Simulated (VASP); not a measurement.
A run of VASP 6.6.1 is set up as follows.

INCAR

```
SYSTEM = Yb
ALGO     = Normal         ! electronic algorithm
EDIFF    = 1E-7           ! SCF threshold, eV
ENCUT    = 520            ! plane-wave cutoff, eV
GGA      = PS             ! functional
ISIF     = 2              ! what is computed and relaxed
ISMEAR   = -1             ! smearing method
LASPH    = .TRUE.         ! aspherical terms in the spheres
LCHARG   = .FALSE.        ! write CHGCAR
LREAL    = .FALSE.        ! projectors in reciprocal space
LWAVE    = .FALSE.        ! write WAVECAR
NBANDS   = 18             ! bands
NELM     = 60             ! most SCF steps
PREC     = Accurate       ! precision mode
SIGMA    = 0.1            ! smearing width, eV
```

File KPOINTS:

```
k-points
0
G
  11 11 11
  0 0 0
```

The input POSCAR:

```
Yb
1.0
    3.2924729649      0.0000000000      0.0000000000
    0.0000000000      3.2924729649      0.0000000000
    0.0000000000      0.0000000000      3.2924729649
Yb
1
Direct
    0.0000000000      0.0000000000      0.0000000000
```

Potentials or basis: VASP PAW PBE potentials, release 64 (Yb).

Launch:

```sh
$ cat potpaw_PBE.64/Yb/POTCAR > POTCAR
$ mpirun -np 1 vasp_std > vasp.out
```

Question: Estimate the band gap on the k mesh.

Answer: Zero (band 12 reaches 1.57 eV, above the bottom of band 13 at 1.19 eV).

Question: Predict the pressure.

Answer: -0.6 GPa.

Caveat: the PAW data sets were made with another functional, which shifts forces and pressure a little; spin-orbit coupling is left out, which moves the levels of the heavy elements. Spin polarisation is off, so any magnetic state and its effect on volume and gap are missing.
